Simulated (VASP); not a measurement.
The system is SnO2.

```
Sn O
1.0
     1.61709    0.93363    4.80059
    -1.61709    0.93363    4.80059
     0.00000   -1.86726    4.80059
Sn O
1 2
Cartesian
  0.0000 0.0000 7.2009
  0.0000 0.0000 10.9861
  0.0000 0.0000 3.4157
```

```yaml
Program: VASP 6.6.1
Task: relaxation of cell and atoms
Functional: LDA
Potentials_or_basis: VASP PAW LDA potentials, release 64 (Sn_d, O)
Cutoff: 600 eV
k_mesh: 8 × 8 × 8
Occupations: fermi-dirac, width 0.05 eV
Spin: no spin polarisation
```

At the start: pressure -8.6 GPa; volume 14.50 Å³/atom.

Task: Where does the relaxation end?

Result: Over 30 steps the energy falls by 46.6 meV/atom and the volume is 12.07 Å³/atom (-16.8 %); space group R-3m (No. 166, to 0.1 Å) before and after.

Step by step:
| step | energy change (eV) | largest force (eV/Å) | pressure (GPa) | volume (Å³) |
| --- | --- | --- | --- | --- |
| 1 | 0.0000 | 0.6196 | -8.59 | 43.49 |
| 2 | 0.0743 | 1.2519 | 15.05 | 38.78 |
| 3 | -0.0668 | 0.0554 | -0.47 | 41.46 |
| 4 | -0.0668 | 0.0705 | -0.26 | 41.42 |
| 5 | -0.0717 | 0.1155 | -0.32 | 41.21 |
| 6 | -0.0831 | 0.2496 | -0.50 | 40.57 |
| 7 | -0.0906 | 0.5071 | -0.60 | 39.24 |
| 8 | -0.0929 | 0.4974 | -0.65 | 39.12 |
| 9 | -0.0998 | 0.4683 | -0.85 | 38.76 |
| 10 | -0.1119 | 0.4102 | -1.13 | 38.04 |
| 11 | -0.1273 | 0.2794 | -1.08 | 36.58 |
| 12 | -0.0965 | 0.1062 | 2.70 | 33.59 |
| 13 | -0.1255 | 0.3162 | -0.23 | 36.01 |
| 14 | -0.1247 | 0.2303 | 0.26 | 35.33 |
| 15 | -0.1256 | 0.2715 | 0.03 | 35.63 |
| 16 | -0.1317 | 0.1722 | -0.29 | 35.76 |
| 17 | -0.1384 | 0.1234 | -1.14 | 36.13 |
| 18 | -0.1385 | 0.0845 | -1.04 | 36.08 |
| 19 | -0.1386 | 0.0091 | 1.28 | 35.80 |
| 20 | -0.1394 | 0.0379 | 0.13 | 35.94 |
| 21 | -0.1394 | 0.0371 | 0.16 | 35.94 |
| 22 | -0.1395 | 0.0231 | 0.17 | 35.97 |
| 23 | -0.1397 | 0.0181 | 0.21 | 36.07 |
| 24 | -0.1398 | 0.0088 | -0.26 | 36.18 |
| 25 | -0.1398 | 0.0000 | -0.10 | 36.15 |
| 26 | -0.1398 | 0.0057 | -0.09 | 36.17 |
| 27 | -0.1399 | 0.0131 | -0.07 | 36.20 |
| 28 | -0.1399 | 0.0144 | -0.07 | 36.21 |
| 29 | -0.1399 | 0.0077 | 0.20 | 36.18 |
| 30 | -0.1399 | 0.0055 | 0.02 | 36.20 |

Final structure:
```yaml
crystal:
  lattice:
    - [1.60866, 0.92876, 4.03821]
    - [-1.60866, 0.92876, 4.03821]
    - [0.00000, -1.85752, 4.03821]
  atoms:
    - { symbol: Sn, position: [0.50000, 0.50000, 0.50000] }
    - { symbol: O, position: [0.75415, 0.75415, 0.75415] }
    - { symbol: O, position: [0.24585, 0.24585, 0.24585] }
```

Caveat: the volume moved by over 15 % at a fixed basis, so the end points are rough.
